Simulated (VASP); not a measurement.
# CO in VASP: notebook, part 2 of 2

VASP 6.6.1. Earlier steps stand in the parts before.

## (3) Single point, PBE

The input, INCAR:

```
PREC = Accurate
ENCUT = 1000
EDIFF = 1E-6
ISMEAR = -1
SIGMA = 0.02
LREAL = Auto
LASPH = T
NELM = 120
ALGO = Normal
ISIF = 2
LWAVE = F
LCHARG = T
GGA = PE
LELF = T
LVHAR = T
NBANDS = 54
GGA_COMPAT = F
```

The input, KPOINTS:

```
regular mesh
0
Gamma
  1 1 1
```

The input, POSCAR:

```
CO
1.0
    7.1868070000      0.0000000000      0.0000000000
    0.0000000000      7.1868070000      0.0000000000
    0.0000000000      0.0000000000      7.1868070000
O C
8 8
Direct
    0.7955967094     -0.0804529745      0.3822003290
    0.2602407439      0.8149098758      0.2212526369
    0.3476926541      0.3451463216      1.1982929276
    0.6018945548      0.4176263534      0.4651439784
    0.9881578843      0.1696998403      1.0128002603
   -0.0136360974      0.4444950310      0.3380638996
    0.2394109095      0.0824705603      0.5985551024
    0.6544631016      0.8184997872      0.9721006839
    0.7860236124      0.0505231322      0.4644204304
    0.3409163485      0.9498376678      0.1875102532
    0.4695965816      0.4150800209      1.1094913221
    0.5071654213      0.5326844035      0.5160845421
    0.9836913667      0.2664326453      0.8799039685
   -0.0497995842      0.5750537060      0.2601433432
    0.3662961869      0.1513328520      0.6605715167
    0.7214747801      0.8262500997      0.8337638676
```

Potentials or basis: VASP PAW PBE potentials, release 64 (O_h, C_h).

Started as:

```
cat potpaw_PBE.64/O_h/POTCAR potpaw_PBE.64/C_h/POTCAR > POTCAR
mpirun -np 1 vasp_gam > vasp.out
```

OUTCAR:

```text
PREC = Accurate
   ENCUT = 1000
   EDIFF = 1E-6
   ISMEAR = -1
   LREAL = Auto
   LASPH = T
   NELM = 120
   ISIF = 2
   GGA = PE

 ion  position               nearest neighbor table
   1  0.796  0.920  0.382-   9 1.11
   2  0.260  0.815  0.221-  10 1.16
   3  0.348  0.345  0.198-  11 1.19
   4  0.602  0.418  0.465-  12 1.13
   5  0.988  0.170  0.013-  13 1.18
   6  0.986  0.444  0.338-  14 1.12
[... 8 lines left out ...]
  15  0.366  0.151  0.661-   7 1.13
  16  0.721  0.826  0.834-   8 1.11

  LATTYP: Found a simple cubic cell.
 ALAT       =     7.1868070000

  Lattice vectors:

 A1 = (   7.1868070000,   0.0000000000,   0.0000000000)
 A2 = (   0.0000000000,   7.1868070000,   0.0000000000)
 A3 = (   0.0000000000,   0.0000000000,   7.1868070000)

Analysis of symmetry for initial positions (statically):
=====================================================================
 Subroutine PRICEL returns:
 Original cell was already a primitive cell.

 Routine SETGRP: Setting up the symmetry group for a
 simple cubic supercell.

 Subroutine GETGRP returns: Found  1 space group operations
 (whereof  1 operations were pure point group operations)
 out of a pool of 48 trial point group operations.

The static configuration has the point symmetry C_1 .

Analysis of symmetry for dynamics (positions and initial velocities):
=====================================================================
 Subroutine PRICEL returns:
 Original cell was already a primitive cell.

 Routine SETGRP: Setting up the symmetry group for a
 simple cubic supercell.

 Subroutine GETGRP returns: Found  1 space group operations
 (whereof  1 operations were pure point group operations)
 out of a pool of 48 trial point group operations.

The dynamic configuration has the point symmetry C_1 .
[... 123 lines left out ...]
     AMIX_MAG =   1.60;   BMIX_MAG =  1.00
  volume/ion in A,a.u.               =      23.20       156.56
  Fermi-wavevector in a.u.,A,eV,Ry     =   0.981527  1.854817 13.107784  0.963395
  Thomas-Fermi vector in A             =   2.112540
   LORBIT       =      0    0 simple, 1 ext, 2 COOP (PROOUT), +10 PAW based schemes
   GGA     = PE    functional components
   LHFCALC =     F    Hartree Fock is set to
   AEXX    =    0.0000 exact exchange contribution
   IVDW    =     0    specifies the selected vdW correction
   LEPSILON=     F    determine dielectric tensor
   LRPA    =     F    only Hartree local field effects (RPA)
 non-spin polarized calculation
  energy-cutoff  :     1000.00
  volume of cell :      371.20
 maximum number of plane-waves:     13373
 NGX is ok and might be reduce to    80
   NGX = 37   NGY = 37   NGZ = 37

 number of electron      80.0000000 magnetization

 Free energy of the ion-electron system (eV)
  ---------------------------------------------------
  ext. energy  EPLUGINS =         0.00000000
  ---------------------------------------------------
  free energy    TOTEN  =      -118.56205060 eV

  energy without entropy =     -118.56205060  energy(sigma->0) =     -118.56205060

 E-fermi :  -4.1046     XC(G=0):  -6.2964

 val. band max:       -4.6195425702   @ k =   0.0000   0.0000   0.0000
 cond. band min:       0.8121689503   @ k =   0.0000   0.0000   0.0000
 fundamental gap:      5.4317115205
 Fermi energy:        -4.1046019645

 k-point     1 :       0.0000    0.0000    0.0000
  band No.  band energies     occupation
      1     -25.9064      2.00000
      2     -25.7261      2.00000
      3     -25.5914      2.00000
      4     -25.5712      2.00000
      5     -25.4044      2.00000
      6     -25.2023      2.00000
[... 44 lines left out ...]
     51       2.1025      0.00000
     52       2.1383      0.00000
 [bands above 52 left out]

------------------------ aborting loop because EDIFF is reached ----------------------------------------

  FORCE on cell =-STRESS in cart. coord.  units (eV):
  Direction    XX          YY          ZZ          XY          YZ          ZX
  --------------------------------------------------------------------------------------
  -------------------------------------------------------------------------------------
  Total        0.5764856      2.7261491      2.6389552     -2.9929685      5.7066213      1.2283933
  in kB        2.4882334     11.7666337     11.3902864    -12.9182826     24.6309798      5.3020044
  external PRESSURE =       8.5483845 kB  Pullay stress =       0.0000000 kB

 VOLUME and BASIS-vectors are now :
 -----------------------------------------------------------------------------
  energy-cutoff  :     1000.00
  volume of cell :      371.20
      direct lattice vectors                 reciprocal lattice vectors
     7.186807000  0.000000000  0.000000000     0.139143851  0.000000000  0.000000000
     0.000000000  7.186807000  0.000000000     0.000000000  0.139143851  0.000000000
     0.000000000  0.000000000  7.186807000     0.000000000  0.000000000  0.139143851

 POSITION                                       TOTAL-FORCE (eV/Angst)
 -----------------------------------------------------------------------------------
      5.71780      6.60861      2.74680         0.088492     -2.149730     -1.477712
      1.87030      5.85660      1.59010         1.194444      1.829017     -0.465933
      2.49880      2.48050      1.42509         3.997070      2.428004     -3.317301
      4.32570      3.00140      3.34290         0.330840      0.107555      0.172672
      7.10170      1.21960      0.09199        -0.184728      2.532046     -3.674573
      7.08881      3.19450      2.42960         0.388583     -1.093648      0.849037
[... 8 lines left out ...]
      2.63250      1.08760      4.74740         0.484154      0.167771      0.500194
      5.18510      5.93810      5.99210         1.599261      0.106579     -3.221168
 -----------------------------------------------------------------------------------
    total drift:                               -0.000012     -0.005070      0.001129

  FREE ENERGIE OF THE ION-ELECTRON SYSTEM (eV)
  ---------------------------------------------------
  free  energy   TOTEN  =      -118.5620505995 eV

  energy  without entropy=     -118.5620505995  energy(sigma->0) =     -118.56205060
```

OSZICAR:

```text
N       E                     dE             d eps       ncg     rms          rms(c)
DAV:   1     0.107420380386E+04    0.10742E+04   -0.55896E+04   108   0.221E+03
DAV:   2     0.976102352487E+02   -0.97659E+03   -0.92310E+03   152   0.369E+02
DAV:   3    -0.115120014106E+03   -0.21273E+03   -0.20963E+03   136   0.185E+02
DAV:   4    -0.125024222668E+03   -0.99042E+01   -0.98151E+01   144   0.432E+01
DAV:   5    -0.125256674517E+03   -0.23245E+00   -0.23198E+00   156   0.608E+00    0.183E+01
DAV:   6    -0.119808128396E+03    0.54485E+01   -0.14757E+01   144   0.183E+01    0.921E+00
DAV:   7    -0.118835620443E+03    0.97251E+00   -0.14191E+00   136   0.696E+00    0.480E+00
DAV:   8    -0.118573067815E+03    0.26255E+00   -0.12147E+00   136   0.462E+00    0.105E+00
DAV:   9    -0.118563226752E+03    0.98411E-02   -0.93145E-02   144   0.159E+00    0.551E-01
DAV:  10    -0.118562501414E+03    0.72534E-03   -0.15608E-02   136   0.626E-01    0.194E-01
DAV:  11    -0.118562164001E+03    0.33741E-03   -0.20873E-03   160   0.247E-01    0.650E-02
DAV:  12    -0.118562159272E+03    0.47293E-05   -0.41582E-04   152   0.118E-01    0.478E-02
DAV:  13    -0.118562081039E+03    0.78233E-04   -0.14803E-04   152   0.836E-02    0.138E-02
DAV:  14    -0.118562060646E+03    0.20393E-04   -0.51478E-05   136   0.409E-02    0.110E-02
DAV:  15    -0.118562051247E+03    0.93990E-05   -0.11349E-05   144   0.202E-02    0.411E-03
DAV:  16    -0.118562050600E+03    0.64734E-06   -0.28203E-06   120   0.100E-02
   1 F= -.11856205E+03 E0= -.11856205E+03  d E =-.703942E-11
```

Wall time 2.6 min (1 thread of AMD EPYC 7R43 (Zen 3), shared host); peak memory 0.86 GiB.

Results:

```
Free energy   : -118.5621 eV
Pressure      : 0.9 GPa
Largest force : 5.734 eV/Å
```

Forces on the atoms (eV/Å):
```
O    0.088 -2.150 -1.478
O    1.194  1.829 -0.466
O    3.997  2.428 -3.317
O    0.331  0.108  0.173
O   -0.185  2.532 -3.675
O    0.389 -1.094  0.849
O   -0.535 -0.400 -0.382
O   -1.535 -0.188  3.219
C   -0.097  2.196  1.517
C   -1.150 -1.968  0.455
C   -4.138 -2.387  2.661
C   -0.097  0.377  0.395
C    0.036 -2.495  3.635
C   -0.381  0.937 -0.864
C    0.484  0.168  0.500
C    1.599  0.107 -3.221
```

Stress tensor (GPa, compression positive):
```
 0.25 -1.29  0.53
-1.29  1.18  2.46
 0.53  2.46  1.14
```

Levels at points of the mesh, in eV from the Fermi level:
```
           k point  band 38  band 39  band 40  band 41  band 42  band 43
(0.00, 0.00, 0.00)    -0.93    -0.81    -0.51     4.92     5.04     5.24
```

Caveat: the k points lie up to 0.87 Å⁻¹ apart, too coarse for converged energies, forces and pressures.
